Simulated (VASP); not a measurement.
Write the native input for VASP 6.6.1 that does the following.

| Property | Result |
| --- | --- |
| Task | single point |
| Functional | PBE |
| Potentials or basis | VASP PAW PBE potentials, release 64 (Au) |
| Cutoff | 520 eV |
| k mesh | 6 × 6 × 6 |
| Occupations | fermi-dirac, width 0.02 eV |
| Spin | no spin polarisation |
| Dipole correction | no |
| Further INCAR settings | ALGO = Normal; EDIFF = 1e-06; NBANDS = 12 |

The structure of Au lies in POSCAR:

```
Au
1.0
    0.0000000000      2.0350000000      2.0350000000
    2.0350000000      0.0000000000      2.0350000000
    2.0350000000      2.0350000000      0.0000000000
Au
1
Direct
    0.0000000000      0.0000000000      0.0000000000
```

These files were run (other wordings do the same):

INCAR

```
SYSTEM = Au
PREC = Accurate
ENCUT = 520
EDIFF = 1E-6
ISMEAR = -1
SIGMA = 0.02
LREAL = .False.
LASPH = .True.
NELM = 80
ALGO = Normal
ISIF = 2
LWAVE = .False.
LCHARG = .False.
GGA = PE
NBANDS = 12
```

KPOINTS

```
regular mesh
0
Gamma
  6 6 6
  0 0 0
```

Potentials or basis: VASP PAW PBE potentials, release 64 (Au).

The run is started by

```sh
$ cat potpaw_PBE.64/Au/POTCAR > POTCAR
$ mpirun -np 1 vasp_std > vasp.out
```

It gave:

```json
{
 "Pressure": "11.9 GPa"
}
```

Caveat: the k points lie up to 0.45 Å⁻¹ apart.

Run time: 5.9 s on 1 thread of Intel Xeon 8259CL, on a shared host, peak memory 0.14 GiB.
